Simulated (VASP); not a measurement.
Here is a VASP 6.6.1 calculation.

Contents of INCAR:

```
SYSTEM = HfO2
PREC = Accurate
ENCUT = 520
EDIFF = 1E-7
ISMEAR = -1
SIGMA = 0.02
LREAL = .False.
LASPH = .True.
NELM = 100
ALGO = Normal
ISIF = 2
LWAVE = .False.
LCHARG = .True.
GGA = PE
LELF = .True.
LVHAR = .True.
NBANDS = 31
```

KPOINTS

```
regular mesh
0
Gamma
  8 8 6
  0 0 0
```

The input POSCAR:

```
HfO2
1.0
    3.5409257385      0.0000000000      0.0000000000
    0.0000000000      3.5409257385      0.0000000000
    0.0000000000      0.0000000000      5.1502021628
Hf O
2 4
Direct
    0.5000000000      0.5000000000      0.5000000000
    0.0000000000      0.0000000000      0.0000000000
    0.0000000000      0.5000000000      0.7018179999
    0.5000000000      0.0000000000      0.7981820001
    0.5000000000      0.0000000000      0.2981820001
    0.0000000000      0.5000000000      0.2018179999
```

Potentials or basis: VASP PAW PBE potentials, release 64 (Hf_pv, O).

The run is started by

```console
$ cat potpaw_PBE.64/Hf_pv/POTCAR potpaw_PBE.64/O/POTCAR > POTCAR
$ mpirun -np 1 vasp_std > vasp.out
```

Task: What does it give for the band gap on the k mesh?

Result: 4.72 eV, indirect (least direct gap 4.80 eV).

Task: Predict the largest force.

Result: 0.039 eV/Å.

Task: Predict the pressure.

Result: 9.1 GPa.

Forces in eV/Å, atoms in the order of the input:
```
Hf   0.000  0.000  0.000
Hf   0.000  0.000  0.000
O    0.000  0.000  0.039
O    0.000  0.000 -0.039
O    0.000  0.000 -0.039
O    0.000  0.000  0.039
```

Caveat: the cell differs from its parent crystal (strain -1.0%); spin-orbit coupling is left out, which moves the levels of the heavy elements. A k mesh can miss the band edges.
